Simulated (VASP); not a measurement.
Wanted: the native input for a VASP 6.6.1 run.

```yaml
Task: single point
Functional: PBE
Potentials_or_basis: VASP PAW PBE potentials, release 64 (Hf_pv, O)
Cutoff: 520 eV
k_mesh: 6 × 6 × 4
Occupations: gaussian, width 0.05 eV
Spin: no spin polarisation
Dipole_correction: no
Further_INCAR_settings: ALGO = Normal; EDIFF = 1e-06; NBANDS = 31
```

The structure of HfO2 lies in POSCAR:

```
HfO2
1.0
    3.6043048131      0.0000000000      0.0000000000
    0.0000000000      3.6043048131      0.0000000000
    0.0000000000      0.0000000000      5.2639671549
Hf O
2 4
Direct
    0.5000000000      0.5000000000      0.4145131444
    0.0000000000      0.0000000000      0.0000000000
    0.0000000000      0.5000000000      0.6932521152
    0.5000000000      0.0000000000      0.8067478848
    0.5000000000      0.0000000000      0.3067478848
    0.0000000000      0.5000000000      0.1932521152
```

This cell differs from its parent crystal: atom 1 (Hf) moved by (+0.000, -0.450) A along y and z.

The input as run:

INCAR

```
PREC     = Accurate       # precision mode
ENCUT    = 520            # plane-wave cutoff, eV
EDIFF    = 1E-6           # SCF threshold, eV
ISMEAR   = 0              # smearing method
SIGMA    = 0.05           # smearing width, eV
LREAL    = F              # projectors in reciprocal space
LASPH    = T              # aspherical terms in the spheres
NELM     = 60             # most SCF steps
ALGO     = Normal         # electronic algorithm
ISIF     = 2              # what is computed and relaxed
LWAVE    = F              # write WAVECAR
LCHARG   = F              # write CHGCAR
GGA      = PE             # functional
NBANDS   = 31             # bands
```

KPOINTS

```
Automatic mesh
0
Gamma
  6 6 4
```

Potentials or basis: VASP PAW PBE potentials, release 64 (Hf_pv, O).

The run is started by

```sh
$ cat potpaw_PBE.64/Hf_pv/POTCAR potpaw_PBE.64/O/POTCAR > POTCAR
$ mpirun -np 1 vasp_std > vasp.out
```

Results of the run:

The pressure is 8.2 GPa, the largest force is 8.756 eV/Å and the band gap on the k mesh is 2.50 eV (least direct gap 2.55 eV).

Caveat: the cell differs from its parent crystal (atom 1 (Hf) moved by (+0.000, -0.450) A along y and z); the stress differs along the axes, from -9 to 35 GPa; spin-orbit coupling is left out, which moves the levels of the heavy elements; forces of over 1 eV/Å act on the atoms, so gaps and moduli don't describe the material at rest.

It took 3.2 min on 1 thread of Intel Xeon 8259CL, on a shared host, peak memory 0.2 GiB.
